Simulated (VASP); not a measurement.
# KBr (Fm-3m) in VASP: notebook

KBr is run at these levels: LDA, PBE; tasks: single point.

Everything below comes from runs of VASP 6.6.1. Logs are shortened: lines on timing, memory, paths and dates and some standing lists are left out, and cuts for length are marked.

**1. The cell of the first run**

The structure is cubic, space group Fm-3m (No. 225). Conventional cell: a = 6.585 Å, b = 6.585 Å, c = 6.585 Å, α = 90.00°, β = 90.00°, γ = 90.00°. Within 4.3 Å of K (site symmetry m-3m) lie 6 Br at 3.29 Å. Br (site symmetry m-3m) has 6 K at 3.29 Å within 4.3 Å.

**2. Single point, LDA**

Contents of INCAR:

```
SYSTEM = KBr
ALGO     = Normal         ! electronic algorithm
EDIFF    = 1E-6           ! SCF threshold, eV
ENCUT    = 520            ! plane-wave cutoff, eV
ISIF     = 2              ! what is computed and relaxed
ISMEAR   = -1             ! smearing method
LASPH    = .TRUE.         ! aspherical terms in the spheres
LCHARG   = .FALSE.        ! write CHGCAR
LREAL    = .FALSE.        ! projectors in reciprocal space
LWAVE    = .FALSE.        ! write WAVECAR
NBANDS   = 15             ! bands
NELM     = 60             ! most SCF steps
PREC     = Accurate       ! precision mode
SIGMA    = 0.01           ! smearing width, eV
```

Contents of KPOINTS:

```
k-points
0
G
  7 7 7
  0 0 0
```

Contents of POSCAR:

```
KBr
1.0
    0.0000000000      3.2925000000      3.2925000000
    3.2925000000      0.0000000000      3.2925000000
    3.2925000000      3.2925000000      0.0000000000
K Br
1 1
Direct
    0.0000000000      0.0000000000      0.0000000000
    0.5000000000      0.5000000000      0.5000000000
```

Potentials or basis: VASP PAW LDA potentials, release 64 (K_sv, Br).

Started as:

```console
$ cat potpaw_LDA.64/K_sv/POTCAR potpaw_LDA.64/Br/POTCAR > POTCAR
$ mpirun -np 1 vasp_std > vasp.out
```

OUTCAR:

```text
SYSTEM = KBr
   EDIFF = 1E-6
   ENCUT = 520
   ISIF = 2
   ISMEAR = -1
   LASPH = .TRUE.
   LREAL = .FALSE.
   NELM = 60
   PREC = Accurate

 ion  position               nearest neighbor table
   1  0.000  0.000  0.000-   2 3.29   2 3.29   2 3.29   2 3.29   2 3.29   2 3.29
   2  0.500  0.500  0.500-   1 3.29   1 3.29   1 3.29   1 3.29   1 3.29   1 3.29

  LATTYP: Found a face centered cubic cell.
 ALAT       =     6.5850000000

  Lattice vectors:

 A1 = (   0.0000000000,   3.2925000000,   3.2925000000)
 A2 = (   3.2925000000,   0.0000000000,   3.2925000000)
 A3 = (   3.2925000000,   3.2925000000,   0.0000000000)

Analysis of symmetry for initial positions (statically):
=====================================================================
 Subroutine PRICEL returns:
 Original cell was already a primitive cell.

 Routine SETGRP: Setting up the symmetry group for a
 face centered cubic supercell.

 Subroutine GETGRP returns: Found 48 space group operations
 (whereof 48 operations were pure point group operations)
 out of a pool of 48 trial point group operations.

The static configuration has the point symmetry O_h .

Analysis of symmetry for dynamics (positions and initial velocities):
=====================================================================
 Subroutine PRICEL returns:
 Original cell was already a primitive cell.

 Routine SETGRP: Setting up the symmetry group for a
 face centered cubic supercell.

 Subroutine GETGRP returns: Found 48 space group operations
 (whereof 48 operations were pure point group operations)
 out of a pool of 48 trial point group operations.

The dynamic configuration has the point symmetry O_h .

 Subroutine INISYM returns: Found 48 space group operations
 (whereof 48 operations are pure point group operations),
 and found     1 'primitive' translations

----------------------------------------------------------------------------------------

                                     Primitive cell

  volume of cell :      71.3851

  direct lattice vectors                    reciprocal lattice vectors
     0.000000000  3.292500000  3.292500000    -0.151860289  0.151860289  0.151860289
     3.292500000  0.000000000  3.292500000     0.151860289 -0.151860289  0.151860289
     3.292500000  3.292500000  0.000000000     0.151860289  0.151860289 -0.151860289

  length of vectors
     4.656298154  4.656298154  4.656298154     0.263029735  0.263029735  0.263029735

  position of ions in fractional coordinates (direct lattice)
     0.000000000  0.000000000  0.000000000
     0.500000000  0.500000000  0.500000000

  ion indices of the primitive-cell ions
   primitive index   ion index
                 1           1
                 2           2

----------------------------------------------------------------------------------------

 KPOINTS: k-points

Automatic generation of k-mesh.
 Grid dimensions read from file:
 generate k-points for:    7    7    7

 Generating k-lattice:

  Cartesian coordinates                     Fractional coordinates (reciprocal lattice)
    -0.021694327  0.021694327  0.021694327     0.142857143  0.000000000  0.000000000
     0.021694327 -0.021694327  0.021694327     0.000000000  0.142857143  0.000000000
     0.021694327  0.021694327 -0.021694327     0.000000000  0.000000000  0.142857143

  Length of vectors
     0.037575676  0.037575676  0.037575676

  Shift w.r.t. Gamma in fractional coordinates (k-lattice)
     0.000000000  0.000000000  0.000000000

 Subroutine IBZKPT returns following result:
 ===========================================

 Found     20 irreducible k-points:

 Following reciprocal coordinates:
            Coordinates               Weight
  0.000000  0.000000  0.000000      1.000000
  0.142857  0.000000  0.000000      8.000000
  0.285714  0.000000  0.000000      8.000000
  0.428571  0.000000  0.000000      8.000000
  0.142857  0.142857  0.000000      6.000000
  0.285714  0.142857  0.000000     24.000000
[... 12 lines left out ...]
 -0.428571  0.428571  0.142857     24.000000
 -0.285714  0.428571  0.142857     24.000000
   k-points           NKPTS =     20   k-points in BZ     NKDIM =     20   number of bands    NBANDS=     15
   number of dos      NEDOS =    301   number of ions     NIONS =      2
   total plane-waves  NPLWV =  46656
   dimension x,y,z NGX =    36 NGY =   36 NGZ =   36
   dimension x,y,z NGXF=    72 NGYF=   72 NGZF=   72
   ions per type =               1   1
   NGX,Y,Z   is equivalent  to a cutoff of  12.85, 12.85, 12.85 a.u.
   NGXF,Y,Z  is equivalent  to a cutoff of  25.71, 25.71, 25.71 a.u.
 SYSTEM =  KBr
   PREC   = accura    normal or accurate (medium, high low for compatibility)
   ISTART =      0    job   : 0-new  1-cont  2-samecut
   ICHARG =      2    charge: 1-file 2-atom 10-const
   ISPIN  =      1    spin polarized calculation?
   LNONCOLLINEAR =      F non collinear calculations
   LSORBIT =      F    spin-orbit coupling
   LASPH  =      T    aspherical Exc in radial PAW
   ENCUT  =  520.0 eV  38.22 Ry    6.18 a.u.   8.66  8.66  8.66*2*pi/ulx,y,z
   NELM   =     60;   NELMIN=  2; NELMDL= -5     # of ELM steps
   EDIFF  = 0.1E-05   stopping-criterion for ELM
   LREAL  =      F    real-space projection
   EDIFFG = 0.1E-04   stopping-criterion for IOM
   NSW    =      0    number of steps for IOM
   IBRION =     -1    ionic relax: 0-MD 1-quasi-New 2-CG
   NFREE  =      0    steps in history (QN), initial steepest desc. (CG)
   ISIF   =      2    stress and relaxation
   ISYM   =      2    0-nonsym 1-usesym 2-fastsym
   POTIM  = 0.5000    time-step for ionic-motion
   TEBEG  =    0.0;   TEEND  =   0.0 temperature during run
   PSTRESS=    0.0 pullay stress
   NELECT =      16.0000    total number of electrons
   NUPDOWN=      -1.0000    fix difference up-down
   EMIN   =  10.00;   EMAX   =-10.00  energy-range for DOS
   EFERMI =   0.00;   METHOD = LEGACY
   ISMEAR =    -1;   SIGMA  =   0.01  broadening in eV -4-tet -1-fermi 0-gaus
   EFERMI_NEDOS =   21; number of points for ismear=-14 and -15
   IALGO  =     38    algorithm
   IMIX   =      4    mixing-type and parameters
     AMIX     =   0.40;   BMIX     =  1.00
     AMIX_MAG =   1.60;   BMIX_MAG =  1.00
  volume/ion in A,a.u.               =      35.69       240.87
  Fermi-wavevector in a.u.,A,eV,Ry     =   0.994441  1.879221 13.454978  0.988913
  Thomas-Fermi vector in A             =   2.126392
   LORBIT       =      0    0 simple, 1 ext, 2 COOP (PROOUT), +10 PAW based schemes
   GGA     = CA    functional components
   LHFCALC =     F    Hartree Fock is set to
   AEXX    =    0.0000 exact exchange contribution
   IVDW    =     0    specifies the selected vdW correction
   LEPSILON=     F    determine dielectric tensor
   LRPA    =     F    only Hartree local field effects (RPA)
 non-spin polarized calculation
  energy-cutoff  :      520.00
  volume of cell :       71.39
 maximum number of plane-waves:      1940
   NGX = 17   NGY = 17   NGZ = 17

 number of electron      15.9999998 magnetization

 Free energy of the ion-electron system (eV)
  ---------------------------------------------------
  ext. energy  EPLUGINS =         0.00000000
  ---------------------------------------------------
  free energy    TOTEN  =        -6.80205647 eV

  energy without entropy =       -6.80205647  energy(sigma->0) =       -6.80205647

 E-fermi :  -1.6526     XC(G=0):  -7.9136

 val. band max:       -1.8856599102   @ k =   0.0000   0.0000   0.0000
 cond. band min:       2.1698537967   @ k =   0.0000   0.0000   0.0000
 fundamental gap:      4.0555137069
 Fermi energy:        -1.6526183646

 k-point     1 :       0.0000    0.0000    0.0000
  band No.  band energies     occupation
      1     -29.2803      2.00000
      2     -14.2178      2.00000
      3     -12.9956      2.00000
      4     -12.9956      2.00000
      5     -12.9956      2.00000
      6      -1.8857      2.00000
      7      -1.8857      2.00000
      8      -1.8857      2.00000
      9       2.1699      0.00000
     10       5.4610      0.00000
     11       5.4610      0.00000
     12       5.4610      0.00000
     13       6.3390      0.00000
     14       6.3390      0.00000
     15       9.3228      0.00000

 k-point     2 :       0.1429    0.0000    0.0000
  band No.  band energies     occupation
      1     -29.2791      2.00000
      2     -14.2521      2.00000
      3     -12.9968      2.00000
      4     -12.9968      2.00000
      5     -12.9481      2.00000
      6      -2.1966      2.00000
      7      -1.9580      2.00000
      8      -1.9580      2.00000
      9       2.6936      0.00000
     10       5.3256      0.00000
     11       5.7057      0.00000
     12       5.7057      0.00000
     13       6.6092      0.00000
     14       6.6092      0.00000
     15      10.0674      0.00000

 k-point     3 :       0.2857    0.0000    0.0000
  band No.  band energies     occupation
      1     -29.2763      2.00000
      2     -14.3215      2.00000
      3     -12.9995      2.00000
      4     -12.9995      2.00000
      5     -12.8484      2.00000
      6      -2.7455      2.00000
      7      -2.1114      2.00000
      8      -2.1114      2.00000
      9       3.7086      0.00000
     10       5.3911      0.00000
     11       6.3770      0.00000
     12       6.3770      0.00000
     13       7.3295      0.00000
     14       7.3295      0.00000
     15       9.7874      0.00000

 k-point     4 :       0.4286    0.0000    0.0000
  band No.  band energies     occupation
      1     -29.2741      2.00000
      2     -14.3712      2.00000
      3     -13.0016      2.00000
      4     -13.0016      2.00000
      5     -12.7739      2.00000
      6      -3.1023      2.00000
      7      -2.2266      2.00000
      8      -2.2266      2.00000
      9       4.3060      0.00000
     10       5.9422      0.00000
     11       7.3199      0.00000
     12       7.3199      0.00000
     13       8.0052      0.00000
     14       8.0052      0.00000
     15       8.8860      0.00000
[... 235 lines left out ...]
 k-point    18 :      -0.4286    0.2857    0.1429
  band No.  band energies     occupation
      1     -29.2728      2.00000
      2     -14.2790      2.00000
      3     -13.0414      2.00000
      4     -13.0221      2.00000
      5     -12.8638      2.00000
      6      -2.8538      2.00000
      7      -2.3811      2.00000
      8      -2.2714      2.00000
      9       4.8279      0.00000
     10       5.3934      0.00000
     11       6.5531      0.00000
     12       7.3453      0.00000
     13       7.8984      0.00000
     14       8.2744      0.00000
     15       9.0134      0.00000

 k-point    19 :      -0.4286    0.4286    0.1429
  band No.  band energies     occupation
      1     -29.2722      2.00000
      2     -14.1937      2.00000
      3     -13.0657      2.00000
      4     -13.0455      2.00000
      5     -12.9463      2.00000
      6      -2.7140      2.00000
      7      -2.3218      2.00000
      8      -2.3080      2.00000
      9       4.2725      0.00000
     10       5.4051      0.00000
     11       6.4454      0.00000
     12       7.4734      0.00000
     13       7.7308      0.00000
     14       8.5457      0.00000
     15       9.0227      0.00000

 k-point    20 :      -0.2857    0.4286    0.1429
  band No.  band energies     occupation
      1     -29.2720      2.00000
      2     -14.2188      2.00000
      3     -13.0713      2.00000
      4     -13.0447      2.00000
      5     -12.9047      2.00000
      6      -2.6073      2.00000
      7      -2.5509      2.00000
      8      -2.3313      2.00000
      9       4.8729      0.00000
     10       5.6142      0.00000
     11       6.1706      0.00000
     12       6.9160      0.00000
     13       8.4108      0.00000
     14       8.4121      0.00000
     15       9.2091      0.00000

------------------------ aborting loop because EDIFF is reached ----------------------------------------

  FORCE on cell =-STRESS in cart. coord.  units (eV):
  Direction    XX          YY          ZZ          XY          YZ          ZX
  --------------------------------------------------------------------------------------
  -------------------------------------------------------------------------------------
  Total       -0.6792542     -0.6792542     -0.6792542      0.0000000      0.0000000      0.0000000
  in kB      -15.2452858    -15.2452858    -15.2452858      0.0000000      0.0000000      0.0000000
  external PRESSURE =     -15.2452858 kB  Pullay stress =       0.0000000 kB

 VOLUME and BASIS-vectors are now :
 -----------------------------------------------------------------------------
  energy-cutoff  :      520.00
  volume of cell :       71.39
      direct lattice vectors                 reciprocal lattice vectors
     0.000000000  3.292500000  3.292500000    -0.151860289  0.151860289  0.151860289
     3.292500000  0.000000000  3.292500000     0.151860289 -0.151860289  0.151860289
     3.292500000  3.292500000  0.000000000     0.151860289  0.151860289 -0.151860289

 POSITION                                       TOTAL-FORCE (eV/Angst)
 -----------------------------------------------------------------------------------
      0.00000      0.00000      0.00000         0.000000     -0.000000     -0.000000
      3.29250      3.29250      3.29250        -0.000000      0.000000      0.000000
 -----------------------------------------------------------------------------------
    total drift:                                0.000000      0.000000      0.000000

  FREE ENERGIE OF THE ION-ELECTRON SYSTEM (eV)
  ---------------------------------------------------
  free  energy   TOTEN  =        -6.8020564657 eV

  energy  without entropy=       -6.8020564657  energy(sigma->0) =       -6.80205647
```

Run time: 28 s. Hardware: 1 thread of Intel Xeon 8259CL, shared host; peak memory 0.18 GiB.

What came out:

| Item | Value |
| --- | --- |
| Free energy | -6.8021 eV |
| Pressure | -1.5 GPa |
| Band gap on the k mesh | 4.06 eV, direct |

Levels at points of the mesh, in eV from the valence-band top:
```tsv
k point	band 6	band 7	band 8	band 9	band 10	band 11
(0.00, 0.00, 0.00)	0.00	0.00	0.00	4.06	7.35	7.35
```

**3. Single point, PBE, non-collinear spin, zero start, spin-orbit coupling**

Contents of INCAR:

```
SYSTEM = KBr
PREC = Accurate ; ENCUT = 520
EDIFF = 1E-6 ; ISMEAR = -1
SIGMA = 0.01 ; LREAL = .FALSE.
LASPH = .TRUE. ; NELM = 150
ALGO = Normal ; ISIF = 2
LWAVE = .FALSE. ; LCHARG = .TRUE.
MAGMOM = 0 0 0 0 0 0 ; LORBIT = 11
LSORBIT = .TRUE. ; GGA_COMPAT = .FALSE.
LORBMOM = .TRUE. ; GGA = PE
LVHAR = .TRUE. ; NBANDS = 28
```

Contents of KPOINTS:

```
regular mesh
0
G
  7 7 7
  0 0 0
```

POSCAR is that of step 2.

Potentials or basis: VASP PAW PBE potentials, release 64 (K_sv, Br).

Started as:

```console
$ cat potpaw_PBE.64/K_sv/POTCAR potpaw_PBE.64/Br/POTCAR > POTCAR
$ mpirun -np 1 vasp_ncl > vasp.out
```

OUTCAR:

```text
SYSTEM = KBr
   PREC = Accurate
   ENCUT = 520
   EDIFF = 1E-6
   ISMEAR = -1
   LREAL = .FALSE.
   LASPH = .TRUE.
   NELM = 150
   ISIF = 2
   LORBIT = 11
   LSORBIT = .TRUE.
   GGA = PE

 ion  position               nearest neighbor table
   1  0.000  0.000  0.000-   2 3.29   2 3.29   2 3.29   2 3.29   2 3.29   2 3.29
   2  0.500  0.500  0.500-   1 3.29   1 3.29   1 3.29   1 3.29   1 3.29   1 3.29

  LATTYP: Found a face centered cubic cell.
 ALAT       =     6.5850000000

  Lattice vectors:

 A1 = (   0.0000000000,   3.2925000000,   3.2925000000)
 A2 = (   3.2925000000,   0.0000000000,   3.2925000000)
 A3 = (   3.2925000000,   3.2925000000,   0.0000000000)

Analysis of symmetry for initial positions (statically):
[... 907 lines left out ...]
     0.0000000     0.0000000     0.0000000     0.0000000     0.0000000     0.0000000     0.0000000
     0.0000000     0.0000000     0.0000000     0.0000000     0.0000000     0.0000000     0.0000000
     0.0000000     0.0000000     0.0000000     0.0000000     0.0000000     0.0000000     0.0000000
     0.0000000     0.0000000     0.0000000     0.0000000     0.0000000     0.0000000     0.0000000
     0.0000000     0.0000000     0.0000000     0.0000000     0.0000000     0.0000000     0.0000000
     0.0000000     0.0000000     0.0000000     0.0000000     0.0000000     0.0000000     0.0000000

 total charge

# of ion       s       p       d       tot
------------------------------------------
    1        1.958   5.582   0.025   7.564
    2        1.599   3.305   0.001   4.905
--------------------------------------------------
tot          3.557   8.886   0.026  12.469

 magnetization (x)

# of ion       s       p       d       tot
------------------------------------------
    1       -0.000  -0.000   0.000  -0.000
    2        0.000   0.000   0.000   0.000
--------------------------------------------------
tot         -0.000  -0.000   0.000  -0.000

 magnetization (y)

# of ion       s       p       d       tot
------------------------------------------
    1       -0.000  -0.000   0.000  -0.000
    2        0.000   0.000   0.000   0.000
--------------------------------------------------
tot         -0.000  -0.000   0.000  -0.000

 magnetization (z)

# of ion       s       p       d       tot
------------------------------------------
    1        0.000   0.000   0.000   0.000
    2        0.000   0.000  -0.000  -0.000
--------------------------------------------------
tot          0.000   0.000  -0.000  -0.000
```

OSZICAR:

```text
N       E                     dE             d eps       ncg     rms          rms(c)
DAV:   1     0.110557835911E+03    0.11056E+03   -0.67302E+03  1120   0.993E+02
DAV:   2     0.234786491307E+01   -0.10821E+03   -0.10205E+03  1344   0.263E+02
DAV:   3    -0.622144196869E+01   -0.85693E+01   -0.85246E+01  1808   0.631E+01
DAV:   4    -0.640934233096E+01   -0.18790E+00   -0.18740E+00  1596   0.868E+00
DAV:   5    -0.641348306206E+01   -0.41407E-02   -0.41404E-02  1576   0.103E+00    0.336E+00
DAV:   6    -0.624227958587E+01    0.17120E+00   -0.23534E-01  1344   0.242E+00    0.237E+00
DAV:   7    -0.623050395280E+01    0.11776E-01   -0.12025E-01  1432   0.187E+00    0.138E+00
DAV:   8    -0.623749740914E+01   -0.69935E-02   -0.15928E-02  1624   0.718E-01    0.672E-01
DAV:   9    -0.624126111398E+01   -0.37637E-02   -0.33850E-03  1200   0.447E-01    0.111E-01
DAV:  10    -0.624168177783E+01   -0.42066E-03   -0.31710E-04  1440   0.117E-01    0.485E-02
DAV:  11    -0.624191640133E+01   -0.23462E-03   -0.23478E-04  1188   0.100E-01    0.119E-02
DAV:  12    -0.624192017053E+01   -0.37692E-05   -0.55791E-06  1600   0.165E-02    0.448E-03
DAV:  13    -0.624192239283E+01   -0.22223E-05   -0.18803E-06  1112   0.972E-03    0.372E-03
DAV:  14    -0.624192269586E+01   -0.30303E-06   -0.15354E-06  1060   0.786E-03
   1 F= -.62419227E+01 E0= -.62419227E+01  d E =-.180976E-12  mag=    -0.0000    -0.0000    -0.0000
```

It took 2.9 min on 1 thread of Intel Xeon 8259CL, shared host; peak memory 0.41 GiB.

Results:

```
Free energy                                           : -6.2419 eV
Pressure                                              : 0.9 GPa
Net moment                                            : 0.00 μB per cell
Valence electrons inside the program's atomic spheres : K 7.56; Br 4.91
```

Moments on the atoms (μB; x, y, z):
```
K   0.00 0.00 0.00
Br  0.00 0.00 0.00
```
